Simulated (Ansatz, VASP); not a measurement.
HfN: VASP beside Ansatz

File INCAR:

```
PREC     = Accurate       # precision mode
ENCUT    = 520            # plane-wave cutoff, eV
EDIFF    = 1E-6           # SCF threshold, eV
ISMEAR   = 0              # smearing method
SIGMA    = 0.15           # smearing width, eV
LREAL    = F              # projectors in reciprocal space
LASPH    = T              # aspherical terms in the spheres
NELM     = 80             # most SCF steps
ALGO     = Normal         # electronic algorithm
ISIF     = 2              # what is computed and relaxed
LWAVE    = F              # write WAVECAR
LCHARG   = F              # write CHGCAR
GGA      = PE             # functional
NBANDS   = 14             # bands
```

File KPOINTS:

```
regular mesh
0
Gamma
  16 16 16
```

POSCAR

```
HfN
1.0
    0.0000000000      2.2738140414      2.2738140414
    2.2738140414      0.0000000000      2.2738140414
    2.2738140414      2.2738140414      0.0000000000
Hf N
1 1
Direct
    0.0016738745     -0.0016738745      0.0016738745
    0.4786701994      0.5213298006      0.4786701994
```

Input for Ansatz:

```yaml
crystal:
  lattice:
    - [0.0, 2.2738140414, 2.2738140414]
    - [2.2738140414, 0.0, 2.2738140414]
    - [2.2738140414, 2.2738140414, 0.0]
  atoms:
    - { symbol: Hf, position: [0.0016738745, -0.0016738745, 0.0016738745] }
    - { symbol: "N", position: [0.4786701994, 0.5213298006, 0.4786701994] }
basis:
  ecutwfc: 520.0
kpoints:
  mp_grid: { grid: [16, 16, 16] }
hamiltonian:
  xc: pbe
  pseudopotentials: { kind: paw, azcp: { folder: soft_1 } }
scf:
  occupations: { method: gaussian, width: 0.15 }
output:
  forces: true
  stress: true
  eigenvalues: true
```

Change from the starting cell: mode 5 frozen in at -0.097 Å, normal strain along y +0.0000.

Alike in both runs: task single point; functional PBE; k mesh 16 × 16 × 16; occupations gaussian, width 0.15 eV; no spin polarisation.

|  | VASP | Ansatz |
| --- | --- | --- |
| version | VASP 6.6.1 | Ansatz 0.2.0 |
| potentials or method | VASP PAW PBE potentials, release 64 (Hf_pv, N), cutoff 520 eV | scalar-relativistic, plane waves, PAW |
| valence electrons in the cell | 15 | 31 |

```tsv
	VASP	Ansatz	Ansatz less VASP
gap on the k mesh at the Fermi level (eV)	none	none	-
pressure (GPa)	-0.9	1.4	+2.29
traceless stress, the component that is largest in VASP (GPa)	2.64	2.67	+0.033
rms of the force components (eV/Å)	0.666	0.667	+0.0009
```

Atom by atom the forces differ by 0.001 eV/Å (rms over components). A gap of «none» marks a metal or a gap that the smearing closes. The functional is the same, so the differences come from potentials, cutoffs and numerics. VASP's potentials hold 15 valence electrons a cell and Ansatz's 31, so a difference there can come from the potentials and not from the codes.

Neither program's run includes spin-orbit coupling.
